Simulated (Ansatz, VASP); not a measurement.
**Sn in VASP and in Ansatz**

```
CELL_PARAMETERS angstrom
-1.89465 1.89465 1.68150
1.89465 -1.89465 1.68150
1.89465 1.89465 -1.68150
ATOMIC_POSITIONS crystal
Sn 0.00000 0.00000 0.00000
```

Change from the starting cell: strain -0.1125 x Voigt [0, 0, 1, 0, 0, 0], atoms carried along.

Alike in both runs: task single point; functional PBE; dispersion D3(BJ); k mesh 18 × 18 × 18; occupations gaussian, width 0.15 eV; no spin polarisation.

|  | VASP | Ansatz |
| --- | --- | --- |
| version | VASP 6.6.1 | Ansatz 0.2.0 |
| potentials or method | VASP PAW PBE potentials, release 64 (Sn_d), cutoff 520 eV | scalar-relativistic, plane waves, PAW |
| valence electrons in the cell | 14 | 14 |

|  | VASP | Ansatz | Ansatz less VASP |
| --- | --- | --- | --- |
| gap on the k mesh at the Fermi level (eV) | none | none | - |
| pressure (GPa) | 6.1 | 6.2 | +0.03 |
| traceless stress, the component that is largest in VASP (GPa) | 0.07 | 0.08 | +0.005 |

A gap of «none» marks a metal or a gap that the smearing closes.
